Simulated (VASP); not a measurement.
**Hg: single point with PBE**

The system is Hg.

```
Hg
1.0
    -2.74503    2.74503    1.44124
     2.74503   -2.74503    1.44124
     2.74503    2.74503   -1.44124
Hg
2
Direct
  0.62500 0.87500 0.75000
  0.37500 0.12500 0.25000
```

| Item | Value |
| --- | --- |
| Program | VASP 6.6.1 |
| Task | single point |
| Functional | PBE |
| Potentials or basis | VASP PAW PBE potentials, release 64 (Hg) |
| Cutoff | 520 eV |
| k mesh | 14 × 14 × 14 |
| Occupations | fermi-dirac, width 0.1 eV |
| Spin | no spin polarisation |
| Dipole correction | no |
| Further INCAR settings | ALGO = Normal; EDIFF = 1e-06; NBANDS = 19 |

```
Pressure               : 15.5 GPa
Band gap on the k mesh : zero (bands 12 and 13 overlap by 5.56 eV)
```

Stress tensor (GPa, compression positive):
```
15.59  0.00  0.00
 0.00 15.59  0.00
 0.00  0.00 15.46
```

Levels at points of the mesh, in eV from the Fermi level:
```tsv
k point	band 9	band 10	band 11	band 12	band 13	band 14	band 15	band 16
(0.00, 0.00, 0.00)	-6.58	-6.05	-5.44	1.57	1.57	2.36	8.43	11.87
(0.50, 0.00, 0.00)	-6.13	-5.77	-2.04	-1.63	2.41	3.44	3.57	8.20
(0.50, 0.50, 0.00)	-6.28	-6.28	-5.83	-5.83	6.18	6.18	6.97	6.97
(0.50, 0.50, 0.50)	-6.51	-6.51	-2.59	-2.59	-2.33	-2.33	12.29	12.29
```

Wall time 4.4 min on 1 thread of AMD EPYC 9755 128-Core Processor, on a shared host, peak memory 0.25 GiB.

Caveat: the cell stands under pressure; spin-orbit coupling is left out, which moves the levels of the heavy elements.
